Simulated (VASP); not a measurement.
# Ba3Bi2 (P-4m2) in VASP: further runs, part 2 of 2

VASP 6.6.1. The steps go on from the part before.

## Step 3: Relaxation of cell and atoms, PBE

This run uses another cell than the first one, of 31.90 Å³/atom, 0.656 times its volume.

INCAR reads:

```
PREC = Accurate
ENCUT = 600
EDIFF = 1E-6
ISMEAR = 0
SIGMA = 0.2
LREAL = False
LASPH = True
NELM = 80
ALGO = Fast
ISIF = 3
LWAVE = False
LCHARG = False
GGA = PE
IBRION = 2
NSW = 36
EDIFFG = -0.08
```

KPOINTS reads:

```
Automatic mesh
0
Gamma
  4 4 2
```

POSCAR reads:

```
Ba3Bi2
1.0
    4.2732791800      0.0000000000      0.0000000000
    0.0000000000      4.2732791800      0.0000000000
    0.0000000000      0.0000000000      8.7348364500
Ba Bi
3 2
Direct
    0.0000000000      0.5000000000      0.3652538100
    0.5000000000      0.0000000000      0.6347461900
    0.5000000000      0.5000000000      0.0000000000
    0.5000000000      0.0000000000      0.2621575700
    0.0000000000      0.5000000000      0.7378424300
```

Potentials or basis: VASP PAW PBE potentials, release 64 (Ba_sv, Bi_d).

Command:

```console
$ cat potpaw_PBE.64/Ba_sv/POTCAR potpaw_PBE.64/Bi_d/POTCAR > POTCAR
$ mpirun -np 1 vasp_std > vasp.out
```

OUTCAR:

```text
PREC = Accurate
   ENCUT = 600
   EDIFF = 1E-6
   ISMEAR = 0
   LREAL = False
   LASPH = True
   NELM = 80
   ISIF = 3
   GGA = PE
   IBRION = 2
   NSW = 36
   EDIFFG = -0.08

 ion  position               nearest neighbor table
   1  0.000  0.500  0.365-   4 3.15   4 3.15   4 3.15   4 3.15   5 3.25   2 3.83   2 3.83   2 3.83
                             2 3.83   3 3.84   3 3.84
   2  0.500  0.000  0.635-   5 3.15   5 3.15   5 3.15   5 3.15   4 3.25   1 3.83   1 3.83   1 3.83
                             1 3.83   3 3.84   3 3.84
   3  0.500  0.500  0.000-   4 3.13   5 3.13   4 3.13   5 3.13   2 3.84   1 3.84   1 3.84   2 3.84

   4  0.500  0.000  0.262-   3 3.13   3 3.13   1 3.15   1 3.15   1 3.15   1 3.15   2 3.25
   5  0.000  0.500  0.738-   3 3.13   3 3.13   2 3.15   2 3.15   2 3.15   2 3.15   1 3.25

  LATTYP: Found a simple tetragonal cell.
 ALAT       =     4.2732791800
 C/A-ratio  =     2.0440593938

[... 764 lines left out ...]
  energy  without entropy=      -17.7711357246  energy(sigma->0) =      -17.77927635

[... ionic steps 4 to 7 ...]

--------------------------------------- Ionic step        8  -------------------------------------------

 number of electron      60.0000001 magnetization

------------------------ aborting loop because EDIFF is reached ----------------------------------------
[... 73 lines left out ...]
--------------------------------------- Ionic step       10  -------------------------------------------

 number of electron      59.9999988 magnetization

 Free energy of the ion-electron system (eV)
  ---------------------------------------------------
  ext. energy  EPLUGINS =         0.00000000
  ---------------------------------------------------
  free energy    TOTEN  =       -17.83410323 eV

  energy without entropy =      -17.82069701  energy(sigma->0) =      -17.82740012

 E-fermi :   2.8886     XC(G=0):  -7.9513

 val. band max:        2.8489861965   @ k =   0.0000   0.0000   0.0000
 cond. band min:       3.0580083870   @ k =   0.0000   0.0000   0.0000
 fundamental gap:      0.2090221905
 Fermi energy:         2.8886323904

 k-point     1 :       0.0000    0.0000    0.0000
  band No.  band energies     occupation
      1     -25.9180      2.00000
      2     -25.6775      2.00000
      3     -25.6521      2.00000
      4     -18.7186      2.00000
      5     -18.7170      2.00000
      6     -18.7170      2.00000
[... 489 lines left out ...]
  FREE ENERGIE OF THE ION-ELECTRON SYSTEM (eV)
  ---------------------------------------------------
  free  energy   TOTEN  =       -17.8341032256 eV

  energy  without entropy=      -17.8206970107  energy(sigma->0) =      -17.82740012

 reached required accuracy - stopping structural energy minimisation
```

OSZICAR:

```text
N       E                     dE             d eps       ncg     rms          rms(c)
DAV:   1     0.735329180473E+03    0.73533E+03   -0.31551E+04   864   0.194E+03
DAV:   2     0.786627338385E+02   -0.65667E+03   -0.64054E+03   940   0.483E+02
DAV:   3    -0.866044487328E+01   -0.87323E+02   -0.84329E+02  1160   0.189E+02
DAV:   4    -0.141068250926E+02   -0.54464E+01   -0.53848E+01  1184   0.415E+01
[... 157 lines left out ...]
RMM:   8    -0.178340986023E+02   -0.20667E-05   -0.92997E-05  1272   0.476E-02    0.766E-03
RMM:   9    -0.178341014521E+02   -0.28499E-05   -0.45163E-05  1031   0.228E-02    0.472E-03
RMM:  10    -0.178341018218E+02   -0.36965E-06   -0.19917E-05   966   0.163E-02    0.260E-03
RMM:  11    -0.178341028407E+02   -0.10189E-05   -0.10055E-05   745   0.105E-02    0.117E-03
RMM:  12    -0.178341032256E+02   -0.38492E-06   -0.59990E-06   652   0.753E-03
  10 F= -.17834103E+02 E0= -.17827400E+02  d E =-.687438E-02
```

It took 9.5 min on 1 thread of Intel Xeon 6975P-C (Granite Rapids), shared host; peak memory 0.35 GiB.

Results:

* Free energy: -17.8341 eV
* Relaxed volume: 49.65 Å³/atom
* Relaxed cell: a = 5.060 Å, b = 5.060 Å, c = 9.697 Å, α = 90.00°, β = 90.00°, γ = 90.00°
* Space group after relaxing (to 0.05 Å): P-4m2 (No. 115)
* Energy gained by relaxing: 861.7 meV/atom
* Ionic steps: 10
* Pressure after relaxing: -0.2 GPa
* Largest force after relaxing: 0.044 eV/Å

Forces on the atoms (eV/Å):
```
Ba   0.000  0.000 -0.044
Ba   0.000  0.000  0.044
Ba   0.000  0.000  0.000
Bi   0.000  0.000  0.015
Bi   0.000  0.000 -0.015
```

The path:
```
step  energy change (eV)  largest force (eV/Å)  pressure (GPa)  volume (Å³)
   1              0.0000                0.5330           22.97       159.51
   2             -3.8479                0.2173           -2.64       290.02
   3             -4.2619                0.1575            0.43       241.25
   4             -4.2667                0.1663           -0.13       247.01
   5             -4.2671                0.1635            0.03       245.01
   6             -4.2852                0.1524            0.04       245.04
   7             -4.3015                0.1444            0.06       244.99
   8             -4.3017                0.1448            0.07       244.97
   9             -4.3056                0.1149           -0.01       246.00
  10             -4.3086                0.0437           -0.23       248.26
```

Final structure:
```
Ba Bi
1.0
     5.05975    0.00000    0.00000
     0.00000    5.05975    0.00000
     0.00000    0.00000    9.69740
Ba Bi
3 2
Direct
  0.00000 0.50000 0.36094
  0.50000 0.00000 0.63906
  0.50000 0.50000 0.00000
  0.50000 0.00000 0.26390
  0.00000 0.50000 0.73610
```

Levels at points of the mesh, in eV from the Fermi level:
```csv
k point,band 26,band 27,band 28,band 29,band 30,band 31,band 32,band 33,band 34,band 35
"(0.00, 0.00, 0.00)",-1.32,-0.76,-0.76,-0.07,-0.07,-0.04,0.17,0.64,1.64,1.87
"(0.50, 0.00, 0.00)",-2.24,-1.36,-1.21,-1.18,-0.87,0.70,0.83,1.32,1.85,2.31
"(0.50, 0.50, 0.00)",-1.49,-1.29,-1.29,-1.24,-1.21,0.51,0.58,1.32,1.32,2.18
"(0.00, 0.00, 0.50)",-1.80,-0.62,-0.62,-0.23,-0.23,0.35,0.81,1.05,1.55,1.73
"(0.50, 0.00, 0.50)",-2.22,-1.30,-1.20,-1.13,-0.89,0.85,1.01,1.63,1.82,2.25
"(0.50, 0.50, 0.50)",-1.61,-1.20,-1.20,-1.11,-1.07,0.74,0.74,1.08,1.08,1.69
```

Caveat: the k points lie up to 0.32 Å⁻¹ apart in the final cell; the volume moved by over 15 % at a fixed basis, so the end points are rough; spin-orbit coupling is left out, which moves the levels of the heavy elements; the relaxation stopped at a loose force limit of 0.08 eV/Å, so its end isn't a converged minimum.
